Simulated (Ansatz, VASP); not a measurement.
# PtSe2 in VASP and in Ansatz

The input INCAR:

```
ALGO = Normal
EDIFF = 1E-6
ENCUT = 520
GGA = PS
ISIF = 2
ISMEAR = 0
LASPH = True
LCHARG = False
LREAL = False
LWAVE = False
NBANDS = 18
NELM = 100
PREC = Accurate
SIGMA = 0.1
```

File KPOINTS:

```
k-points
0
Gamma
  7 6 18
```

Contents of POSCAR:

```
PtSe2
1.0
    4.8633103160      0.0000000000      0.0000000000
    0.0000000000      6.5137665981      0.0000000000
    0.0000000000      3.2568832991      1.8803624494
Pt Se
1 2
Direct
    0.0000000000      0.0000000000      0.0000000000
    0.7393245382      0.6666666667      0.0000000000
    0.2606754618      0.3333333333      0.0000000000
```

Input for Ansatz:

```yaml
crystal:
  lattice:
    - [4.863310316, 0.0, 0.0]
    - [0.0, 6.5137665981, 0.0]
    - [0.0, 3.2568832991, 1.8803624494]
  atoms:
    - { symbol: Pt, position: [0.0, 0.0, 0.0] }
    - { symbol: Se, position: [0.7393245382, 0.6666666667, 0.0] }
    - { symbol: Se, position: [0.2606754618, 0.3333333333, 0.0] }
basis:
  ecutwfc: 420
kpoints:
  mp_grid: { grid: [7, 6, 18] }
hamiltonian:
  xc: pbesol
scf:
  occupations: { method: gaussian, width: 0.1 }
output:
  forces: true
  stress: true
  eigenvalues: true
```

Alike in both runs: task single point; functional PBEsol; k mesh 7 × 6 × 18; occupations gaussian, width 0.1 eV; no spin polarisation.

|  | VASP | Ansatz |
| --- | --- | --- |
| version | VASP 6.6.1 | Ansatz 0.2.0 |
| potentials or method | VASP PAW PBE potentials, release 64 (Pt, Se), cutoff 520 eV | scalar-relativistic, plane waves, PAW |
| valence electrons in the cell | 22 | 50 |

```tsv
	VASP	Ansatz	Ansatz less VASP
gap on the k mesh at the Fermi level (eV)	none	none	-
pressure (GPa)	0.1	0.0	-0.08
rms of the force components (eV/Å)	0.002	0.005	+0.0025
```

VASP's potentials were made for PBE, not for PBEsol. Atom by atom the forces differ by 0.007 eV/Å (rms over components). A gap of «none» marks a metal or a gap that the smearing closes. VASP's potentials hold 22 valence electrons a cell and Ansatz's 50, so a difference there can come from the potentials and not from the codes.

Spin-orbit coupling is off throughout.
